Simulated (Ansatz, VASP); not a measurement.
# BiO5 in VASP and in Ansatz

File INCAR:

```
  PREC = Accurate
  ENCUT = 600
  EDIFF = 1E-7
  ISMEAR = 0
  SIGMA = 0.2
  LREAL = F
  LASPH = T
  NELM = 120
  ALGO = Normal
  ISIF = 3
  LWAVE = F
  LCHARG = F
  GGA = PE
  IBRION = 2
  NSW = 36
  EDIFFG = -0.08
  GGA_COMPAT = F
  NELMIN = 4
```

File KPOINTS:

```
Automatic mesh
0
Gamma
  5 5 2
```

POSCAR

```
BiO5
1.0
    3.6149705800      0.0000000000      0.0000000000
   -1.8074852900      3.1306563600      0.0000000000
    0.0000000000      0.0000000000      7.8055367100
Bi O
1 5
Direct
    0.0000000000      0.0000000000      0.5000000000
    0.0000000000      0.0000000000      0.2643918700
    0.0000000000      0.0000000000      0.7356081300
    0.5000000000      0.0000000000      0.0000000000
    0.0000000000      0.5000000000      0.0000000000
    0.5000000000      0.5000000000      0.0000000000
```

Input for Ansatz:

```yaml
crystal:
  lattice:
    - [3.61497058, 0.0, 0.0]
    - [-1.80748529, 3.13065636, 0.0]
    - [0.0, 0.0, 7.80553671]
  atoms:
    - { symbol: Bi, position: [0.0, 0.0, 0.5] }
    - { symbol: O, position: [0.0, 0.0, 0.26439187] }
    - { symbol: O, position: [0.0, 0.0, 0.73560813] }
    - { symbol: O, position: [0.5, 0.0, 0.0] }
    - { symbol: O, position: [0.0, 0.5, 0.0] }
    - { symbol: O, position: [0.5, 0.5, 0.0] }
basis:
  ecutwfc: 420
kpoints:
  mp_grid: { grid: [5, 5, 2] }
hamiltonian:
  xc: pbe
scf:
  occupations: { method: gaussian, width: 0.2 }
  lower_state_search: "off"
output:
  forces: true
  stress: true
  eigenvalues: true
relax:
  adjacent_minimum: "off"
  f_tol: 0.08
  max_steps: 16
  cell: { stress_tol: 0.8 }
```

Alike in both runs: task relaxation of cell and atoms; functional PBE; k mesh 5 × 5 × 2; occupations gaussian, width 0.2 eV; no spin polarisation.

|  | VASP | Ansatz |
| --- | --- | --- |
| version | VASP 6.6.1 | Ansatz 0.2.0 |
| potentials or method | VASP PAW PBE potentials, release 64 (Bi_d, O), cutoff 600 eV | scalar-relativistic, plane waves, PAW |
| valence electrons in the cell | 45 | 45 |

VASP gave:

* gap on the k mesh at the Fermi level, each at its own relaxed structure (eV): none
* relaxed volume (Å³/atom): 16.67
* relaxed cell length with the largest relative difference (Å): 8.817

**Question.** What did Ansatz give for the same quantities?

**Answer.** gap on the k mesh at the Fermi level, each at its own relaxed structure (eV): none; relaxed volume (Å³/atom): 17.12; relaxed cell length with the largest relative difference (Å): 8.992.

A gap of «none» marks a metal or a gap that the smearing closes.

The k mesh is coarse, so the values compare programs but aren't converged. Spin-orbit coupling is off throughout.
